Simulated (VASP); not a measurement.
# Mo (I4/mmm) in VASP: a series of runs, part 2 of 2

VASP 6.6.1. Earlier steps stand in the parts before.

### 3 Single point, PBE (strain -0.030 along x and y, +0.015 along z)

Input file INCAR:

```
PREC = Accurate ; ENCUT = 520
EDIFF = 1E-6 ; ISMEAR = 0
SIGMA = 0.15 ; LREAL = F
LASPH = T ; NELM = 60
ALGO = Fast ; ISIF = 2
LWAVE = F ; LCHARG = T
GGA = PE ; LELF = T
LVHAR = T ; NBANDS = 13
```

Input file KPOINTS:

```
Automatic mesh
0
Gamma
  22 22 22
```

Input file POSCAR:

```
Mo
1.0
   -1.5238700000      1.5238700000      1.5945650000
    1.5238700000     -1.5238700000      1.5945650000
    1.5238700000      1.5238700000     -1.5945650000
Mo
1
Direct
    0.0000000000      0.0000000000      0.0000000000
```

Potentials or basis: VASP PAW PBE potentials, release 64 (Mo_sv).

Launch:

```console
$ cat potpaw_PBE.64/Mo_sv/POTCAR > POTCAR
$ mpirun -np 1 vasp_std > vasp.out
```

OUTCAR:

```text
PREC = Accurate
   ENCUT = 520
   EDIFF = 1E-6
   ISMEAR = 0
   LREAL = F
   LASPH = T
   NELM = 60
   ISIF = 2
   GGA = PE

 ion  position               nearest neighbor table
   1  0.000  0.000  0.000-

  LATTYP: Found a body centered tetragonal cell.
 ALAT       =     3.0477400000
 C/A-ratio  =     1.0463917526

  Lattice vectors:

 A1 = (  -1.5238700000,   1.5238700000,   1.5945650000)
 A2 = (   1.5238700000,  -1.5238700000,   1.5945650000)
 A3 = (   1.5238700000,   1.5238700000,  -1.5945650000)

Analysis of symmetry for initial positions (statically):
=====================================================================
 Subroutine PRICEL returns:
 Original cell was already a primitive cell.

 Routine SETGRP: Setting up the symmetry group for a
 body centered tetragonal supercell.

 Subroutine GETGRP returns: Found 16 space group operations
 (whereof 16 operations were pure point group operations)
 out of a pool of 16 trial point group operations.

The static configuration has the point symmetry D_4h.

Analysis of symmetry for dynamics (positions and initial velocities):
[... 162 lines left out ...]
 fundamental gap:      0.0127021569
 Fermi energy:        13.4888481371

 k-point     1 :       0.0000    0.0000    0.0000
  band No.  band energies     occupation
      1     -47.8086      2.00000
      2     -20.9464      2.00000
      3     -20.9355      2.00000
      4     -20.9355      2.00000
      5       6.0776      2.00000
      6      11.8517      2.00000
      7      11.8517      2.00000
      8      12.3909      2.00000
      9      14.8650      0.00000
     10      15.5687      0.00000
     11      27.8235      0.00000
     12      28.7134      0.00000
     13      28.7134      0.00000
[... 354 lines left out ...]
  band No.  band energies     occupation
      1     -47.4966      2.00000
      2     -22.5265      2.00000
      3     -21.4228      2.00000
      4     -20.9606      2.00000
      5       8.0063      2.00000
      6      10.1133      2.00000
      7      14.1303      0.00000
      8      15.1182      0.00000
      9      16.1126      0.00000
     10      18.2445      0.00000
     11      25.9864      0.00000
     12      26.3235      0.00000
     13      32.4062      0.00000

 [... further k-points ...]
[... 5 lines left out ...]
  --------------------------------------------------------------------------------------
  -------------------------------------------------------------------------------------
  Total        2.3063965      2.3063965      0.9073692      0.0000000      0.0000000     -0.0000000
  in kB      249.4861768    249.4861768     98.1514160      0.0000000      0.0000000     -0.0000000
  external PRESSURE =     199.0412565 kB  Pullay stress =       0.0000000 kB

 VOLUME and BASIS-vectors are now :
 -----------------------------------------------------------------------------
  energy-cutoff  :      520.00
  volume of cell :       14.81
      direct lattice vectors                 reciprocal lattice vectors
    -1.523870000  1.523870000  1.594565000     0.000000000  0.328111978  0.313565142
     1.523870000 -1.523870000  1.594565000     0.328111978  0.000000000  0.313565142
     1.523870000  1.523870000 -1.594565000     0.328111978  0.328111978  0.000000000

 POSITION                                       TOTAL-FORCE (eV/Angst)
 -----------------------------------------------------------------------------------
      0.00000      0.00000      0.00000         0.000000      0.000000      0.000000
 -----------------------------------------------------------------------------------
    total drift:                                0.000000     -0.000000     -0.000000

  FREE ENERGIE OF THE ION-ELECTRON SYSTEM (eV)
  ---------------------------------------------------
  free  energy   TOTEN  =       -10.8578441361 eV

  energy  without entropy=      -10.8509920743  energy(sigma->0) =      -10.85441811
```

Wall time 3.6 min (1 thread of Intel Xeon 8259CL, shared host); peak memory 0.25 GiB.

What came out:

```yaml
Free_energy: -10.8578 eV
Pressure: 19.9 GPa
Band_gap_on_the_k_mesh: zero (bands 7 and 8 overlap by 5.38 eV)
```

Stress tensor (GPa, compression positive):
```
24.95  0.00  0.00
 0.00 24.95  0.00
 0.00  0.00  9.82
```

Caveat: the cell differs from its parent crystal (strain -0.030 along x and y, +0.015 along z); the stress differs along the axes, from 10 to 25 GPa.

### 4 Single point, PBE (strain -0.030 along x and y, +0.030 along z)

Input file INCAR:

```
SYSTEM = Mo
ALGO = Fast
EDIFF = 1E-6
ENCUT = 520
GGA = PE
ISIF = 2
ISMEAR = 0
LASPH = .TRUE.
LCHARG = .FALSE.
LREAL = .FALSE.
LWAVE = .FALSE.
NBANDS = 13
NELM = 80
PREC = Accurate
SIGMA = 0.15
```

Input file KPOINTS:

```
k-points
0
G
  22 22 22
  0 0 0
```

Input file POSCAR:

```
Mo
1.0
   -1.5238700000      1.5238700000      1.6181300000
    1.5238700000     -1.5238700000      1.6181300000
    1.5238700000      1.5238700000     -1.6181300000
Mo
1
Direct
    0.0000000000      0.0000000000      0.0000000000
```

Launch:

```console
$ cat potpaw_PBE.64/Mo_sv/POTCAR > POTCAR
$ mpirun -np 1 vasp_std > vasp.out
```

It took 3.4 min on 1 thread of Intel Xeon 8259CL, shared host; peak memory 0.26 GiB.

Results (log left out):

```yaml
Free_energy: -10.8664 eV
Pressure: 15.3 GPa
Band_gap_on_the_k_mesh: zero (bands 7 and 8 overlap by 5.18 eV)
```

Stress tensor (GPa, compression positive):
```
21.59  0.00  0.00
 0.00 21.59  0.00
 0.00  0.00  2.76
```

Levels at points of the mesh, in eV from the Fermi level:
| k point | band 5 | band 6 | band 7 | band 8 | band 9 | band 10 |
| --- | --- | --- | --- | --- | --- | --- |
| (0.00, 0.00, 0.00) | -7.36 | -1.64 | -1.64 | -0.95 | 1.24 | 2.13 |
| (0.50, 0.00, 0.00) | -5.53 | -3.32 | 1.25 | 1.63 | 2.53 | 4.93 |
| (0.50, 0.50, 0.00) | -5.64 | -4.07 | 2.13 | 2.38 | 2.76 | 5.11 |
| (0.50, 0.50, 0.50) | -5.83 | -5.66 | 4.07 | 4.29 | 4.29 | 8.35 |

Caveat: the cell differs from its parent crystal (strain -0.030 along x and y, +0.030 along z); the stress differs along the axes, from 3 to 22 GPa.

### 5 Single point, PBE (strain +0.000 along x and y, -0.030 along z)

Input file INCAR:

```
  ALGO = Fast
  EDIFF = 1E-7
  ENCUT = 520
  GGA = PE
  ISIF = 2
  ISMEAR = 0
  LASPH = True
  LCHARG = True
  LELF = True
  LREAL = False
  LVHAR = True
  LWAVE = False
  NBANDS = 13
  NELM = 80
  PREC = Accurate
  SIGMA = 0.15
```

Input file KPOINTS:

```
k-points
0
Gamma
  22 22 22
```

Input file POSCAR:

```
Mo
1.0
   -1.5710000000      1.5710000000      1.5238700000
    1.5710000000     -1.5710000000      1.5238700000
    1.5710000000      1.5710000000     -1.5238700000
Mo
1
Direct
    0.0000000000      0.0000000000      0.0000000000
```

Launch:

```console
$ cat potpaw_PBE.64/Mo_sv/POTCAR > POTCAR
$ mpirun -np 1 vasp_std > vasp.out
```

Run time: 4.4 min. Hardware: 1 thread of Intel Xeon 8259CL, shared host; peak memory 0.26 GiB.

Results (log left out):

| Property | Result |
| --- | --- |
| Free energy | -10.8943 eV |
| Pressure | 14.6 GPa |
| Band gap on the k mesh | zero (bands 7 and 8 overlap by 5.51 eV) |

Stress tensor (GPa, compression positive):
```
11.17  0.00  0.00
 0.00 11.17  0.00
 0.00  0.00 21.46
```

Levels at points of the mesh, in eV from the Fermi level:
| k point | band 4 | band 5 | band 6 | band 7 | band 8 | band 9 | band 10 | band 11 |
| --- | --- | --- | --- | --- | --- | --- | --- | --- |
| (0.00, 0.00, 0.00) | -34.45 | -7.36 | -1.68 | -1.31 | -1.31 | 1.48 | 1.96 | 14.69 |
| (0.50, 0.00, 0.00) | -34.49 | -5.58 | -3.71 | 1.85 | 1.87 | 2.62 | 5.03 | 12.01 |
| (0.50, 0.50, 0.00) | -34.45 | -5.52 | -3.32 | 1.46 | 1.61 | 2.29 | 4.97 | 12.05 |
| (0.50, 0.50, 0.50) | -35.47 | -5.78 | -5.70 | 4.17 | 4.17 | 4.28 | 9.10 | 9.10 |

Caveat: the cell differs from its parent crystal (strain +0.000 along x and y, -0.030 along z); the stress differs along the axes, from 11 to 21 GPa.

### 6 Overview

| cell | further INCAR settings | gap on the mesh (eV) | pressure (GPa) |
| --- | --- | --- | --- |
| a = 2.667 Å, angles 109.1, 109.1, 110.3°, 1 atom | ALGO = Fast; EDIFF = 1e-06; NBANDS = 13 | none | 24.7 |
| a = 2.681 Å, angles 110.7, 110.7, 107.0°, 1 atom | ALGO = Fast; EDIFF = 1e-06; NBANDS = 13 | none | 19.9 |
| a = 2.695 Å, angles 111.1, 111.1, 106.2°, 1 atom | ALGO = Fast; EDIFF = 1e-06; NBANDS = 13 | none | 15.3 |
| a = 2.694 Å, angles 108.7, 108.7, 111.1°, 1 atom | ALGO = Fast; EDIFF = 1e-07; NBANDS = 13 | none | 14.6 |

Alike in all rows: task single point; level PBE; potentials or basis VASP PAW PBE potentials, release 64 (Mo_sv); no spin polarisation; k mesh 22 × 22 × 22; cutoff (eV) 520; smearing gaussian 0.15 eV.

Caveats: the stress differs along the axes, from 23 to 28 GPa (at least some runs); the stress differs along the axes, from 10 to 25 GPa (at least some runs); the stress differs along the axes, from 3 to 22 GPa (at least some runs); the stress differs along the axes, from 11 to 21 GPa (at least some runs).

Absolute energies hang on the potentials; compare differences alone.
